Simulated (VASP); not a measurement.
# LiLaSe3 (Pm-3m) in VASP: relaxation of cell and atoms with LDA

Aim: the relaxation of cell and atoms of LiLaSe3 with LDA.

Program: VASP 6.6.1. These are calculated values, not measurements. Logs are shortened: lines on timing, memory, paths and dates and some standing lists are left out, and cuts for length are marked.

### Step 1. The cell of the first run

Symmetry: Pm-3m, No. 221, cubic system. The conventional cell has a = 4.320 Å, b = 4.320 Å, c = 4.320 Å, α = 90.00°, β = 90.00°, γ = 90.00°. La (site symmetry m-3m) has 12 Se at 3.05 Å and 8 Li at 3.74 Å within 4.0 Å. Li (site symmetry m-3m) has 6 Se at 2.16 Å within 2.9 Å. Se (site symmetry 4/mmm) has 2 Li at 2.16 Å within 2.9 Å.

### Step 2. Relaxation of cell and atoms, LDA

File INCAR:

```
PREC = Accurate ; ENCUT = 600
EDIFF = 1E-7 ; ISMEAR = 1
SIGMA = 0.02 ; LREAL = False
LASPH = True ; NELM = 100
ALGO = Normal ; ISIF = 3
LWAVE = False ; LCHARG = False
IBRION = 2 ; NSW = 80
EDIFFG = -0.03
```

File KPOINTS:

```
Automatic mesh
0
Gamma
  10 10 10
```

File POSCAR:

```
LiLaSe3
1.0
    4.3200000000      0.0000000000      0.0000000000
    0.0000000000      4.3200000000      0.0000000000
    0.0000000000      0.0000000000      4.3200000000
La Li Se
1 1 3
Direct
    0.0000000000      0.0000000000      0.0000000000
    0.5000000000      0.5000000000      0.5000000000
    0.5000000000      0.5000000000      0.0000000000
    0.0000000000      0.5000000000      0.5000000000
    0.5000000000      0.0000000000      0.5000000000
```

Potentials or basis: VASP PAW LDA potentials, release 64 (La, Li_sv, Se).

Command:

```console
cat potpaw_LDA.64/La/POTCAR potpaw_LDA.64/Li_sv/POTCAR potpaw_LDA.64/Se/POTCAR > POTCAR
mpirun -np 1 vasp_std > vasp.out
```

OUTCAR:

```text
PREC = Accurate
   ENCUT = 600
   EDIFF = 1E-7
   ISMEAR = 1
   LREAL = False
   LASPH = True
   NELM = 100
   ISIF = 3
   IBRION = 2
   NSW = 80
   EDIFFG = -0.03

 ion  position               nearest neighbor table
   1  0.000  0.000  0.000-   3 3.05   4 3.05   5 3.05   4 3.05   5 3.05   3 3.05   4 3.05   4 3.05
                             3 3.05   5 3.05   5 3.05   3 3.05
   2  0.500  0.500  0.500-   3 2.16   4 2.16   5 2.16   3 2.16   5 2.16   4 2.16
   3  0.500  0.500  0.000-   2 2.16   2 2.16   1 3.05   1 3.05   1 3.05   1 3.05
   4  0.000  0.500  0.500-   2 2.16   2 2.16   1 3.05   1 3.05   1 3.05   1 3.05
   5  0.500  0.000  0.500-   2 2.16   2 2.16   1 3.05   1 3.05   1 3.05   1 3.05

  LATTYP: Found a simple cubic cell.
 ALAT       =     4.3200000000

  Lattice vectors:

 A1 = (   4.3200000000,   0.0000000000,   0.0000000000)
 A2 = (   0.0000000000,   4.3200000000,   0.0000000000)
 A3 = (   0.0000000000,   0.0000000000,   4.3200000000)

Analysis of symmetry for initial positions (statically):
=====================================================================
 Subroutine PRICEL returns:
 Original cell was already a primitive cell.

 Routine SETGRP: Setting up the symmetry group for a
 simple cubic supercell.

 Subroutine GETGRP returns: Found 48 space group operations
 (whereof 48 operations were pure point group operations)
 out of a pool of 48 trial point group operations.

The static configuration has the point symmetry O_h .

Analysis of symmetry for dynamics (positions and initial velocities):
=====================================================================
 Subroutine PRICEL returns:
 Original cell was already a primitive cell.

 Routine SETGRP: Setting up the symmetry group for a
 simple cubic supercell.

 Subroutine GETGRP returns: Found 48 space group operations
 (whereof 48 operations were pure point group operations)
 out of a pool of 48 trial point group operations.

The dynamic configuration has the point symmetry O_h .

 Subroutine INISYM returns: Found 48 space group operations
 (whereof 48 operations are pure point group operations),
 and found     1 'primitive' translations

----------------------------------------------------------------------------------------

                                     Primitive cell

  volume of cell :      80.6216

  direct lattice vectors                    reciprocal lattice vectors
     4.320000000  0.000000000  0.000000000     0.231481481  0.000000000  0.000000000
     0.000000000  4.320000000  0.000000000     0.000000000  0.231481481  0.000000000
     0.000000000  0.000000000  4.320000000     0.000000000  0.000000000  0.231481481

  length of vectors
     4.320000000  4.320000000  4.320000000     0.231481481  0.231481481  0.231481481

  position of ions in fractional coordinates (direct lattice)
     0.000000000  0.000000000  0.000000000
     0.500000000  0.500000000  0.500000000
     0.500000000  0.500000000  0.000000000
     0.000000000  0.500000000  0.500000000
     0.500000000  0.000000000  0.500000000

  ion indices of the primitive-cell ions
   primitive index   ion index
                 1           1
                 2           2
                 3           3
                 4           4
                 5           5

----------------------------------------------------------------------------------------

 KPOINTS: Automatic mesh

Automatic generation of k-mesh.
 Grid dimensions read from file:
 generate k-points for:   10   10   10

 Generating k-lattice:

  Cartesian coordinates                     Fractional coordinates (reciprocal lattice)
     0.023148148  0.000000000  0.000000000     0.100000000  0.000000000  0.000000000
     0.000000000  0.023148148  0.000000000     0.000000000  0.100000000  0.000000000
     0.000000000  0.000000000  0.023148148     0.000000000  0.000000000  0.100000000

  Length of vectors
     0.023148148  0.023148148  0.023148148

  Shift w.r.t. Gamma in fractional coordinates (k-lattice)
     0.000000000  0.000000000  0.000000000

 Subroutine IBZKPT returns following result:
 ===========================================

 Found     56 irreducible k-points:

 Following reciprocal coordinates:
            Coordinates               Weight
  0.000000  0.000000  0.000000      1.000000
  0.100000  0.000000  0.000000      6.000000
  0.200000  0.000000  0.000000      6.000000
  0.300000  0.000000  0.000000      6.000000
  0.400000  0.000000  0.000000      6.000000
  0.500000  0.000000  0.000000      3.000000
[... 16 lines left out ...]
  0.200000  0.100000  0.100000     24.000000
  0.300000  0.100000  0.100000     24.000000
 [... further k-points ...]
   k-points           NKPTS =     56   k-points in BZ     NKDIM =     56   number of bands    NBANDS=     20
   number of dos      NEDOS =    301   number of ions     NIONS =      5
   total plane-waves  NPLWV =  46656
   dimension x,y,z NGX =    36 NGY =   36 NGZ =   36
   dimension x,y,z NGXF=    72 NGYF=   72 NGZF=   72
   ions per type =               1   1   3
   NGX,Y,Z   is equivalent  to a cutoff of  13.85, 13.85, 13.85 a.u.
   NGXF,Y,Z  is equivalent  to a cutoff of  27.71, 27.71, 27.71 a.u.
 SYSTEM =  unknown system
   PREC   = accura    normal or accurate (medium, high low for compatibility)
   ISTART =      0    job   : 0-new  1-cont  2-samecut
   ICHARG =      2    charge: 1-file 2-atom 10-const
   ISPIN  =      1    spin polarized calculation?
   LNONCOLLINEAR =      F non collinear calculations
   LSORBIT =      F    spin-orbit coupling
   LASPH  =      T    aspherical Exc in radial PAW
   ENCUT  =  600.0 eV  44.10 Ry    6.64 a.u.   8.63  8.63  8.63*2*pi/ulx,y,z
   NELM   =    100;   NELMIN=  2; NELMDL= -5     # of ELM steps
   EDIFF  = 0.1E-06   stopping-criterion for ELM
   LREAL  =      F    real-space projection
   EDIFFG = -.3E-01   stopping-criterion for IOM
   NSW    =     80    number of steps for IOM
   IBRION =      2    ionic relax: 0-MD 1-quasi-New 2-CG
   NFREE  =      1    steps in history (QN), initial steepest desc. (CG)
   ISIF   =      3    stress and relaxation
   ISYM   =      2    0-nonsym 1-usesym 2-fastsym
   POTIM  = 0.5000    time-step for ionic-motion
   TEBEG  =    0.0;   TEEND  =   0.0 temperature during run
   PSTRESS=    0.0 pullay stress
   NELECT =      32.0000    total number of electrons
   NUPDOWN=      -1.0000    fix difference up-down
   EMIN   =  10.00;   EMAX   =-10.00  energy-range for DOS
   EFERMI =   0.00;   METHOD = LEGACY
   ISMEAR =     1;   SIGMA  =   0.02  broadening in eV -4-tet -1-fermi 0-gaus
   EFERMI_NEDOS =   21; number of points for ismear=-14 and -15
   IALGO  =     38    algorithm
   IMIX   =      4    mixing-type and parameters
     AMIX     =   0.40;   BMIX     =  1.00
     AMIX_MAG =   1.60;   BMIX_MAG =  1.00
  volume/ion in A,a.u.               =      16.12       108.81
  Fermi-wavevector in a.u.,A,eV,Ry     =   1.203117  2.273561 19.694293  1.447490
  Thomas-Fermi vector in A             =   2.338879
   LORBIT       =      0    0 simple, 1 ext, 2 COOP (PROOUT), +10 PAW based schemes
   GGA     = CA    functional components
   LHFCALC =     F    Hartree Fock is set to
   AEXX    =    0.0000 exact exchange contribution
   IVDW    =     0    specifies the selected vdW correction
   LEPSILON=     F    determine dielectric tensor
   LRPA    =     F    only Hartree local field effects (RPA)
 conjugate gradient relaxation of ions
 non-spin polarized calculation
 Methfessel and Paxton  Order N= 1 SIGMA  =   0.02
  energy-cutoff  :      600.00
  volume of cell :       80.62
 maximum number of plane-waves:      2730
 NGX is ok and might be reduce to    36
   NGX = 17   NGY = 17   NGZ = 17

--------------------------------------- Ionic step        1  -------------------------------------------

 number of electron      31.9999993 magnetization

 Free energy of the ion-electron system (eV)
  ---------------------------------------------------
  ext. energy  EPLUGINS =         0.00000000
  ---------------------------------------------------
  free energy    TOTEN  =       -23.86511508 eV

  energy without entropy =      -23.86499758  energy(sigma->0) =      -23.86507591

------------------------ aborting loop because EDIFF is reached ----------------------------------------

  FORCE on cell =-STRESS in cart. coord.  units (eV):
  Direction    XX          YY          ZZ          XY          YZ          ZX
  --------------------------------------------------------------------------------------
  -------------------------------------------------------------------------------------
  Total       13.1586232     13.1586232     13.1586232     -0.0000000      0.0000000     -0.0000000
  in kB      261.4988563    261.4988563    261.4988563     -0.0000000      0.0000000     -0.0000000
  external PRESSURE =     261.4988563 kB  Pullay stress =       0.0000000 kB
[... 24 lines left out ...]
  energy  without entropy=      -23.8649975814  energy(sigma->0) =      -23.86507591

--------------------------------------- Ionic step        2  -------------------------------------------

 number of electron      31.9999997 magnetization

 E-fermi :   4.9466     XC(G=0):  -9.9213

 val. band max:        4.9425349965   @ k =   0.3000   0.2000   0.2000
 cond. band min:       4.9475876276   @ k =   0.4000   0.4000   0.3000
 fundamental gap:      0.0050526311
 Fermi energy:         4.9465587525

 k-point     1 :       0.0000    0.0000    0.0000
  band No.  band energies     occupation
      1     -38.8908      2.00000
      2     -28.0566      2.00000
      3     -11.6994      2.00000
      4     -11.6994      2.00000
      5     -11.6994      2.00000
      6      -8.3942      2.00000
[... 12 lines left out ...]
     19       6.5496      0.00000
[... 566 lines left out ...]
  energy  without entropy=      -25.0040079673  energy(sigma->0) =      -25.00417000

--------------------------------------- Ionic step        3  -------------------------------------------

 number of electron      31.9999999 magnetization

 Free energy of the ion-electron system (eV)
  ---------------------------------------------------
  ext. energy  EPLUGINS =         0.00000000
  ---------------------------------------------------
  free energy    TOTEN  =       -25.29959045 eV

  energy without entropy =      -25.29946055  energy(sigma->0) =      -25.29954715

 E-fermi :   6.2752     XC(G=0): -10.4567

 val. band max:        6.2516808937   @ k =   0.5000   0.3000   0.2000
 cond. band min:       6.2753244750   @ k =   0.3000   0.2000   0.2000
 fundamental gap:      0.0236435814
 Fermi energy:         6.2751702456

 k-point     1 :       0.0000    0.0000    0.0000
  band No.  band energies     occupation
      1     -37.7072      2.00000
      2     -26.4271      2.00000
      3     -10.1478      2.00000
      4     -10.1478      2.00000
      5     -10.1478      2.00000
      6      -7.7465      2.00000
[... 12 lines left out ...]
     19       7.2658      0.00000
[... 562 lines left out ...]
  FREE ENERGIE OF THE ION-ELECTRON SYSTEM (eV)
  ---------------------------------------------------
  free  energy   TOTEN  =       -25.2995904543 eV

  energy  without entropy=      -25.2994605481  energy(sigma->0) =      -25.29954715

 reached required accuracy - stopping structural energy minimisation
```

It took 7.4 min on 1 thread of Intel Xeon 8581C, shared host; peak memory 0.29 GiB.

What came out:

| Quantity | Value |
| --- | --- |
| Free energy | -25.2996 eV |
| Relaxed volume | 20.39 Å³/atom |
| Relaxed cell | a = 4.671 Å, b = 4.671 Å, c = 4.671 Å, α = 90.00°, β = 90.00°, γ = 90.00° |
| Space group after relaxing (to 0.1 Å) | Pm-3m (No. 221) |
| Energy gained by relaxing | 286.9 meV/atom |
| Ionic steps | 3 |
| Pressure after relaxing | 0.1 GPa |
| Band gap on the k mesh | zero (bands 16 and 17 overlap by 1.20 eV) |

The path:
| step | energy change (eV) | largest force (eV/Å) | pressure (GPa) | volume (Å³) |
| --- | --- | --- | --- | --- |
| 1 | 0.0000 | 0.0000 | 26.15 | 80.62 |
| 2 | -1.1391 | 0.0000 | -6.42 | 115.39 |
| 3 | -1.4345 | 0.0000 | 0.12 | 101.94 |

Final structure:
```
CELL_PARAMETERS angstrom
4.67148 0.00000 0.00000
0.00000 4.67148 0.00000
0.00000 0.00000 4.67148
ATOMIC_POSITIONS crystal
La 0.00000 0.00000 0.00000
Li 0.50000 0.50000 0.50000
Se 0.50000 0.50000 0.00000
Se 0.00000 0.50000 0.50000
Se 0.50000 0.00000 0.50000
```

Caveat: the cutoff is under 1.25 times the usual one of these potentials, so pressure, stress and relaxed cells hold a basis-set (Pulay) error; the volume moved by over 15 % at a fixed basis, so the end points are rough; spin-orbit coupling is left out, which moves the levels of the heavy elements.

The gap in the log of VASP goes by the Fermi energy; the results here count the filled bands.